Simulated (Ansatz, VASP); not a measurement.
## SiC in VASP and in Ansatz

```
Si C
1.0
     0.00000   -2.18986   -2.18986
     0.00000    2.18986   -2.18986
     4.37973    0.00000    0.00000
Si C
2 2
Cartesian
  2.1899 0.0000 -2.2004
  0.0000 0.0000 0.0105
  1.0949 -1.0574 -3.2848
  3.2848 -1.1324 -1.0949
```

Change from the starting cell: mode 7 (741.2 1/cm) frozen in, largest displacement +0.037 Å.

Alike in both runs: task single point; functional PBE; k mesh 10 × 10 × 6; occupations gaussian, width 0.05 eV; no spin polarisation.

|  | VASP | Ansatz |
| --- | --- | --- |
| version | VASP 6.6.1 | Ansatz 0.2.0 |
| potentials or method | VASP PAW PBE potentials, release 64 (Si, C), cutoff 600 eV | scalar-relativistic, plane waves, PAW |
| valence electrons in the cell | 16 | 16 |

|  | VASP | Ansatz | Ansatz less VASP |
| --- | --- | --- | --- |
| gap on the k mesh at the Fermi level (eV) | 1.36 | 1.36 | +0.002 |
| least direct gap on the mesh (eV) | 1.38 | 1.38 | +0.002 |
| pressure (GPa) | 0.2 | 0.3 | +0.19 |
| traceless stress, the component that is largest in VASP (GPa) | -0.24 | -0.24 | +0.001 |
| rms of the force components (eV/Å) | 0.445 | 0.445 | -0.0003 |

Atom by atom the forces differ by 0.000 eV/Å (rms over components).
